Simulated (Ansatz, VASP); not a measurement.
## One calculation of CsH, two programs

File POSCAR:

```
CsH
1.0
    0.0000000000      2.7849745216      4.1774617824
    2.7849745216      0.0000000000      4.1774617824
    2.7849745216      2.7849745216      0.0000000000
Cs H
1 1
Direct
    0.0000000000      0.0000000000      0.0000000000
    0.5000000000      0.5000000000      0.5000000000
```

File INCAR.step1:

```
PREC     = Accurate       # precision mode
ENCUT    = 520            # plane-wave cutoff, eV
ISMEAR   = 0              # smearing method
SIGMA    = 0.05           # smearing width, eV
LREAL    = False          # projectors in reciprocal space
LASPH    = True           # aspherical terms in the spheres
NELM     = 100            # most SCF steps
NBANDS   = 12             # bands
GGA      = PE             # functional
ALGO     = Normal         # electronic algorithm
EDIFF    = 1E-4           # SCF threshold, eV
LWAVE    = True           # write WAVECAR
LCHARG   = False          # write CHGCAR
```

Contents of INCAR.step2:

```
PREC     = Accurate       # precision mode
ENCUT    = 520            # plane-wave cutoff, eV
EDIFF    = 1E-7           # SCF threshold, eV
ISMEAR   = 0              # smearing method
SIGMA    = 0.05           # smearing width, eV
LREAL    = False          # projectors in reciprocal space
LASPH    = True           # aspherical terms in the spheres
NELM     = 100            # most SCF steps
ALGO     = Normal         # electronic algorithm
ISIF     = 2              # what is computed and relaxed
LWAVE    = False          # write WAVECAR
LCHARG   = False          # write CHGCAR
METAGGA  = R2SCAN         # meta-GGA
LMIXTAU  = True         
NBANDS   = 12             # bands
ISTART   = 1
```

The input KPOINTS:

```
Automatic mesh
0
Gamma
  8 8 8
```

Input for Ansatz:

```yaml
crystal:
  lattice:
    - [0.0, 2.7849745216, 4.1774617824]
    - [2.7849745216, 0.0, 4.1774617824]
    - [2.7849745216, 2.7849745216, 0.0]
  atoms:
    - { symbol: Cs, position: [0.0, 0.0, 0.0] }
    - { symbol: H, position: [0.5, 0.5, 0.5] }
basis:
  ecutwfc: 500
kpoints:
  mp_grid: { grid: [8, 8, 8] }
hamiltonian:
  xc: r2scan
scf:
  occupations: { method: gaussian, width: 0.05 }
output:
  forces: true
  stress: true
  eigenvalues: true
```

Alike in both runs: task single point; functional r2SCAN; k mesh 8 × 8 × 8; occupations gaussian, width 0.05 eV; no spin polarisation.

```csv
,VASP,Ansatz
version,VASP 6.6.1,Ansatz 0.2.0
potentials or method,"VASP PAW PBE potentials, release 64 (Cs_sv, H), cutoff 520 eV","scalar-relativistic, plane waves, PAW"
valence electrons in the cell,10,10
```

Ansatz gave:

```
gap on the k mesh at the Fermi level (eV)                     : 2.08
least direct gap on the mesh (eV)                             : 2.08
pressure (GPa)                                                : 3.3
traceless stress, the component that is largest in VASP (GPa) : -4.49
```

Task: Which values does VASP return?

Result: gap on the k mesh at the Fermi level (eV): 2.05; least direct gap on the mesh (eV): 2.05; pressure (GPa): 3.4; traceless stress, the component that is largest in VASP (GPa): -4.63.

VASP's potentials were made for PBE, not for r2SCAN.

Spin-orbit coupling is off throughout.
